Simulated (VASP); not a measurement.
# ZnSe in VASP: single point with PBE

Aim: the single point of ZnSe with PBE.

Program: VASP 6.6.1. These are calculated values, not measurements. Logs are shortened: lines on timing, memory, paths and dates and some standing lists are left out, and cuts for length are marked.

## (1) The cell of the first run

The cell holds a wire or tube with vacuum around it, 20 atoms: a = 15.200 Å, b = 15.200 Å, c = 7.083 Å, α = 90.00°, β = 90.00°, γ = 90.00°.

## (2) Single point, PBE

File INCAR:

```
SYSTEM = ZnSe
  PREC = Accurate
  ENCUT = 520
  EDIFF = 1E-6
  ISMEAR = 0
  SIGMA = 0.05
  LREAL = Auto
  LASPH = .True.
  NELM = 80
  ALGO = Normal
  ISIF = 2
  LWAVE = .False.
  LCHARG = .False.
  GGA = PE
  NBANDS = 106
```

File KPOINTS:

```
Automatic mesh
0
Gamma
  1 1 7
  0 0 0
```

File POSCAR:

```
ZnSe
1.0
   15.2000000000      0.0000000000      0.0000000000
    0.0000000000     15.2000000000      0.0000000000
    0.0000000000      0.0000000000      7.0826552580
Zn Se
10 10
Direct
    0.7069103268      0.5000000000      0.6666666667
    0.5639388073      0.6967834146      0.6666666667
    0.6673939707      0.6216188386      0.1666666667
    0.3326060293      0.6216188386      0.6666666667
    0.4360611927      0.6967834146      0.1666666667
    0.3326060293      0.3783811614      0.6666666667
    0.2930896732      0.5000000000      0.1666666667
    0.5639388073      0.3032165854      0.6666666667
    0.4360611927      0.3032165854      0.1666666667
    0.6673939707      0.3783811614      0.1666666667
    0.6789994738      0.6300507302      0.8333333333
    0.7212555175      0.5000000000      0.3333333333
    0.4316282850      0.7104265017      0.8333333333
    0.5683717150      0.7104265017      0.3333333333
    0.2787444825      0.5000000000      0.8333333333
    0.3210005262      0.6300507302      0.3333333333
    0.4316282850      0.2895734983      0.8333333333
    0.3210005262      0.3699492698      0.3333333333
    0.6789994738      0.3699492698      0.8333333333
    0.5683717150      0.2895734983      0.3333333333
```

Potentials or basis: VASP PAW PBE potentials, release 64 (Zn, Se).

The run is started by

```sh
cat potpaw_PBE.64/Zn/POTCAR potpaw_PBE.64/Se/POTCAR > POTCAR
mpirun -np 1 vasp_std > vasp.out
```

OUTCAR:

```text
SYSTEM = ZnSe
   PREC = Accurate
   ENCUT = 520
   EDIFF = 1E-6
   ISMEAR = 0
   LREAL = Auto
   LASPH = .True.
   NELM = 80
   ISIF = 2
   GGA = PE

 ion  position               nearest neighbor table
   1  0.707  0.500  0.667-  11 2.34  19 2.34  12 2.37
   2  0.564  0.697  0.667-  13 2.34  11 2.34  14 2.37
   3  0.667  0.622  0.167-  12 2.34  14 2.34  11 2.37
   4  0.333  0.622  0.667-  15 2.34  13 2.34  16 2.37
   5  0.436  0.697  0.167-  14 2.34  16 2.34  13 2.37
   6  0.333  0.378  0.667-  15 2.34  17 2.34  18 2.37
[... 12 lines left out ...]
  19  0.679  0.370  0.833-   1 2.34   8 2.34  10 2.37
  20  0.568  0.290  0.333-   9 2.34  10 2.34   8 2.37

  LATTYP: Found a simple tetragonal cell.
 ALAT       =    15.2000000000
 C/A-ratio  =     0.4659641617

  Lattice vectors:

 A1 = (  15.2000000000,   0.0000000000,   0.0000000000)
 A2 = (   0.0000000000,  15.2000000000,   0.0000000000)
 A3 = (   0.0000000000,   0.0000000000,   7.0826552580)

Analysis of symmetry for initial positions (statically):
=====================================================================
 Subroutine PRICEL returns:
 Original cell was already a primitive cell.

 Routine SETGRP: Setting up the symmetry group for a
 simple tetragonal supercell.

 Subroutine GETGRP returns: Found  4 space group operations
 (whereof  2 operations were pure point group operations)
 out of a pool of 16 trial point group operations.

The static configuration has the point symmetry C_1h.
 The point group associated with its full space group is C_2v.

Analysis of symmetry for dynamics (positions and initial velocities):
=====================================================================
 Subroutine PRICEL returns:
 Original cell was already a primitive cell.

 Routine SETGRP: Setting up the symmetry group for a
 simple tetragonal supercell.

 Subroutine GETGRP returns: Found  4 space group operations
 (whereof  2 operations were pure point group operations)
 out of a pool of 16 trial point group operations.

The dynamic configuration has the point symmetry C_1h.
 The point group associated with its full space group is C_2v.

 Subroutine INISYM returns: Found  4 space group operations
 (whereof  2 operations are pure point group operations),
 and found     1 'primitive' translations

----------------------------------------------------------------------------------------

                                     Primitive cell

  volume of cell :    1636.3767

  direct lattice vectors                    reciprocal lattice vectors
    15.200000000  0.000000000  0.000000000     0.065789474  0.000000000  0.000000000
     0.000000000 15.200000000  0.000000000     0.000000000  0.065789474  0.000000000
     0.000000000  0.000000000  7.082655258     0.000000000  0.000000000  0.141189986

  length of vectors
    15.200000000 15.200000000  7.082655258     0.065789474  0.065789474  0.141189986

  position of ions in fractional coordinates (direct lattice)
     0.706910327  0.500000000  0.666666667
     0.563938807  0.696783415  0.666666667
     0.667393971  0.621618839  0.166666667
     0.332606029  0.621618839  0.666666667
     0.436061193  0.696783415  0.166666667
     0.332606029  0.378381161  0.666666667
[... 12 lines left out ...]
     0.678999474  0.369949270  0.833333333
     0.568371715  0.289573498  0.333333333

  ion indices of the primitive-cell ions
   primitive index   ion index
                 1           1
                 2           2
                 3           3
                 4           4
                 5           5
                 6           6
[... 12 lines left out ...]
                19          19
                20          20

----------------------------------------------------------------------------------------

 KPOINTS: Automatic mesh

Automatic generation of k-mesh.
 Grid dimensions read from file:
 generate k-points for:    1    1    7

 Generating k-lattice:

  Cartesian coordinates                     Fractional coordinates (reciprocal lattice)
     0.065789474  0.000000000  0.000000000     1.000000000  0.000000000  0.000000000
     0.000000000  0.065789474  0.000000000     0.000000000  1.000000000  0.000000000
     0.000000000  0.000000000  0.020169998     0.000000000  0.000000000  0.142857143

  Length of vectors
     0.065789474  0.065789474  0.020169998

  Shift w.r.t. Gamma in fractional coordinates (k-lattice)
     0.000000000  0.000000000  0.000000000

 Subroutine IBZKPT returns following result:
 ===========================================

 Found      4 irreducible k-points:

 Following reciprocal coordinates:
            Coordinates               Weight
  0.000000  0.000000  0.000000      1.000000
  0.000000  0.000000  0.142857      2.000000
  0.000000  0.000000  0.285714      2.000000
  0.000000  0.000000  0.428571      2.000000
   k-points           NKPTS =      4   k-points in BZ     NKDIM =      4   number of bands    NBANDS=    106
   number of dos      NEDOS =    301   number of ions     NIONS =     20
   total plane-waves  NPLWV = 777600
   dimension x,y,z NGX =   120 NGY =  120 NGZ =   54
   dimension x,y,z NGXF=   240 NGYF=  240 NGZF=  108
   ions per type =              10  10
   NGX,Y,Z   is equivalent  to a cutoff of  13.12, 13.12, 12.68 a.u.
   NGXF,Y,Z  is equivalent  to a cutoff of  26.25, 26.25, 25.35 a.u.
 SYSTEM =  ZnSe
   PREC   = accura    normal or accurate (medium, high low for compatibility)
   ISTART =      0    job   : 0-new  1-cont  2-samecut
   ICHARG =      2    charge: 1-file 2-atom 10-const
   ISPIN  =      1    spin polarized calculation?
   LNONCOLLINEAR =      F non collinear calculations
   LSORBIT =      F    spin-orbit coupling
   LASPH  =      T    aspherical Exc in radial PAW
   ENCUT  =  520.0 eV  38.22 Ry    6.18 a.u.  28.26 28.26 13.17*2*pi/ulx,y,z
   NELM   =     80;   NELMIN=  2; NELMDL= -5     # of ELM steps
   EDIFF  = 0.1E-05   stopping-criterion for ELM
   LREAL  =      T    real-space projection
   EDIFFG = 0.1E-04   stopping-criterion for IOM
   NSW    =      0    number of steps for IOM
   IBRION =     -1    ionic relax: 0-MD 1-quasi-New 2-CG
   NFREE  =      0    steps in history (QN), initial steepest desc. (CG)
   ISIF   =      2    stress and relaxation
   ISYM   =      2    0-nonsym 1-usesym 2-fastsym
   POTIM  = 0.5000    time-step for ionic-motion
   TEBEG  =    0.0;   TEEND  =   0.0 temperature during run
   PSTRESS=    0.0 pullay stress
   NELECT =     180.0000    total number of electrons
   NUPDOWN=      -1.0000    fix difference up-down
   EMIN   =  10.00;   EMAX   =-10.00  energy-range for DOS
   EFERMI =   0.00;   METHOD = LEGACY
   ISMEAR =     0;   SIGMA  =   0.05  broadening in eV -4-tet -1-fermi 0-gaus
   EFERMI_NEDOS =   21; number of points for ismear=-14 and -15
   IALGO  =     38    algorithm
   IMIX   =      4    mixing-type and parameters
     AMIX     =   0.40;   BMIX     =  1.00
     AMIX_MAG =   1.60;   BMIX_MAG =  1.00
  volume/ion in A,a.u.               =      81.82       552.14
  Fermi-wavevector in a.u.,A,eV,Ry     =   0.784401  1.482302  8.371451  0.615284
  Thomas-Fermi vector in A             =   1.888525
   LORBIT       =      0    0 simple, 1 ext, 2 COOP (PROOUT), +10 PAW based schemes
   GGA     = PE    functional components
   LHFCALC =     F    Hartree Fock is set to
   AEXX    =    0.0000 exact exchange contribution
   IVDW    =     0    specifies the selected vdW correction
   LEPSILON=     F    determine dielectric tensor
   LRPA    =     F    only Hartree local field effects (RPA)
 non-spin polarized calculation
 Gauss-broadening in eV      SIGMA  =   0.05
  energy-cutoff  :      520.00
  volume of cell :     1636.38
 maximum number of plane-waves:     44103
 NGX is ok and might be reduce to   120
   NGX = 57   NGY = 57   NGZ = 27

 number of electron     179.9999989 magnetization

 Free energy of the ion-electron system (eV)
  ---------------------------------------------------
  ext. energy  EPLUGINS =         0.00000000
  ---------------------------------------------------
  free energy    TOTEN  =       -54.88440581 eV

  energy without entropy =      -54.88440581  energy(sigma->0) =      -54.88440581

 E-fermi :  -3.5663     XC(G=0):  -3.5259

 val. band max:       -3.8071370641   @ k =   0.0000   0.0000   0.0000
 cond. band min:      -2.0244411808   @ k =   0.0000   0.0000   0.0000
 fundamental gap:      1.7826958833
 Fermi energy:        -3.5663202044

 k-point     1 :       0.0000    0.0000    0.0000
  band No.  band energies     occupation
      1     -16.2134      2.00000
      2     -16.0464      2.00000
      3     -16.0463      2.00000
      4     -15.6993      2.00000
      5     -15.6991      2.00000
      6     -15.6214      2.00000
[... 94 lines left out ...]
    101       0.9849      0.00000
    102       0.9912      0.00000

 k-point     2 :       0.0000    0.0000    0.1429
  band No.  band energies     occupation
      1     -16.1875      2.00000
      2     -16.0242      2.00000
      3     -16.0241      2.00000
      4     -15.6892      2.00000
      5     -15.6890      2.00000
      6     -15.6549      2.00000
[... 94 lines left out ...]
    101       0.9181      0.00000
    102       0.9251      0.00000

 k-point     3 :       0.0000    0.0000    0.2857
  band No.  band energies     occupation
      1     -16.1133      2.00000
      2     -15.9608      2.00000
      3     -15.9607      2.00000
      4     -15.7459      2.00000
      5     -15.6611      2.00000
      6     -15.6609      2.00000
[... 94 lines left out ...]
    101       0.6137      0.00000
    102       0.9940      0.00000

 k-point     4 :       0.0000    0.0000    0.4286
  band No.  band energies     occupation
      1     -16.0017      2.00000
      2     -15.8708      2.00000
      3     -15.8663      2.00000
      4     -15.8661      2.00000
      5     -15.7568      2.00000
      6     -15.7567      2.00000
[... 94 lines left out ...]
    101       0.7224      0.00000
    102       0.9854      0.00000
 [bands above 102 left out]

------------------------ aborting loop because EDIFF is reached ----------------------------------------

  FORCE on cell =-STRESS in cart. coord.  units (eV):
  Direction    XX          YY          ZZ          XY          YZ          ZX
  --------------------------------------------------------------------------------------
  -------------------------------------------------------------------------------------
  Total       10.5783233     10.5691340      1.2746442      0.0000000      0.0000000      0.0000000
  in kB       10.3572424     10.3482451      1.2480048      0.0000000      0.0000000      0.0000000
  external PRESSURE =       7.3178308 kB  Pullay stress =       0.0000000 kB

 VOLUME and BASIS-vectors are now :
 -----------------------------------------------------------------------------
  energy-cutoff  :      520.00
  volume of cell :     1636.38
      direct lattice vectors                 reciprocal lattice vectors
    15.200000000  0.000000000  0.000000000     0.065789474  0.000000000  0.000000000
     0.000000000 15.200000000  0.000000000     0.000000000  0.065789474  0.000000000
     0.000000000  0.000000000  7.082655258     0.000000000  0.000000000  0.141189986

 POSITION                                       TOTAL-FORCE (eV/Angst)
 -----------------------------------------------------------------------------------
     10.74504      7.60000      4.72177        -0.418235      0.000000     -0.182404
      8.57187     10.59111      4.72177        -0.129854     -0.397007     -0.182054
     10.14439      9.44861      1.18044        -0.338613     -0.245366     -0.182084
      5.05561      9.44861      4.72177         0.338613     -0.245366     -0.182084
      6.62813     10.59111      1.18044         0.129854     -0.397007     -0.182054
      5.05561      5.75139      4.72177         0.338613      0.245366     -0.182084
[... 12 lines left out ...]
     10.32079      5.62323      5.90221         0.818698     -0.611738      0.182585
      8.63925      4.40152      2.36089         0.314301     -0.971357      0.181941
 -----------------------------------------------------------------------------------
    total drift:                                0.000000     -0.000000      0.007741

  FREE ENERGIE OF THE ION-ELECTRON SYSTEM (eV)
  ---------------------------------------------------
  free  energy   TOTEN  =       -54.8844058100 eV

  energy  without entropy=      -54.8844058100  energy(sigma->0) =      -54.88440581
```

Run time: 31 min. Hardware: 1 thread of Oxide Virtual Turin-like, shared host; peak memory 1.5 GiB.

What came out:

```
Free energy            : -54.8844 eV
Largest force          : 1.041 eV/Å
Band gap on the k mesh : 1.78 eV
```

Forces in eV/Å, atoms in the order of the input:
```
Zn  -0.418  0.000 -0.182
Zn  -0.130 -0.397 -0.182
Zn  -0.339 -0.245 -0.182
Zn   0.339 -0.245 -0.182
Zn   0.130 -0.397 -0.182
Zn   0.339  0.245 -0.182
Zn   0.418  0.000 -0.182
Zn  -0.130  0.397 -0.182
Zn   0.130  0.397 -0.182
Zn  -0.339  0.245 -0.182
Se   0.819  0.612  0.183
Se   1.025  0.000  0.182
Se  -0.314  0.971  0.182
Se   0.314  0.971  0.182
Se  -1.025  0.000  0.182
Se  -0.819  0.612  0.183
Se  -0.314 -0.971  0.182
Se  -0.819 -0.612  0.183
Se   0.819 -0.612  0.183
Se   0.314 -0.971  0.182
```
